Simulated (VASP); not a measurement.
AlN, 2 atoms in the cell. Symmetry: Fm-3m, No. 225, cubic system. The conventional cell has a = 4.069 Å, b = 4.069 Å, c = 4.069 Å, α = 90.00°, β = 90.00°, γ = 90.00°. Al (site symmetry m-3m) has 6 N at 2.03 Å within 2.7 Å. Within 2.7 Å of N (site symmetry m-3m) lie 6 Al at 2.03 Å. 

| Property | Result |
| --- | --- |
| Program | VASP 6.6.1 |
| Task | single point |
| Functional | PBE |
| Potentials or basis | VASP PAW PBE potentials, release 64 (Al, N) |
| Cutoff | 520 eV |
| k mesh | 11 × 11 × 11 |
| Occupations | gaussian, width 0.028 eV |
| Spin | no spin polarisation |
| Dipole correction | no |
| Further INCAR settings | ALGO = Normal; EDIFF = 1e-06; NBANDS = 11 |

Potentials or basis: VASP PAW PBE potentials, release 64 (Al, N).

Launch:

```bash
$ cat potpaw_PBE.64/Al/POTCAR potpaw_PBE.64/N/POTCAR > POTCAR
$ mpirun -np 1 vasp_std > vasp.out
```

Hardware: 1 thread of Intel Xeon 8259CL (shared host).

**Question.** Estimate the wall time of this run.

**Answer.** Wall time 9 s on 1 thread of Intel Xeon 8259CL, with other jobs on the host, peak memory 0.14 GiB. Counts: scf iterations 12, k points 56.
